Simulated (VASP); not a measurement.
A run of VASP 6.6.1 is set up as follows.

INCAR

```
SYSTEM = Mo
ALGO = Normal
EDIFF = 1E-6
ENCUT = 500
GGA = PE
GGA_COMPAT = .FALSE.
ISIF = 2
ISMEAR = 1
LASPH = .TRUE.
LCHARG = .FALSE.
LREAL = .FALSE.
LWAVE = .FALSE.
NBANDS = 13
NELM = 120
PREC = Accurate
SIGMA = 0.1
```

File KPOINTS:

```
k-points
0
G
  8 8 8
  0 0 0
```

Contents of POSCAR:

```
Mo
1.0
   -1.5943890000      1.5912960000      1.5845360000
    1.6123860000     -1.5430600000      1.5542960000
    1.6065880000      1.5552580000     -1.5362990000
Mo
1
Direct
   -0.0048930000     -0.0285050000     -0.0279780000
```

Potentials or basis: VASP PAW PBE potentials, release 64 (Mo_sv).

Command:

```sh
$ cat potpaw_PBE.64/Mo_sv/POTCAR > POTCAR
$ mpirun -np 1 vasp_std > vasp.out
```

**Question.** Predict the pressure.

**Answer.** -0.5 GPa.

**Question.** What does it give for the band gap on the k mesh?

**Answer.** Zero (bands 7 and 8 overlap by 4.65 eV).

Stress tensor (GPa, compression positive):
```
-4.25 -0.66 -0.98
-0.66  1.05 -2.24
-0.98 -2.24  1.63
```
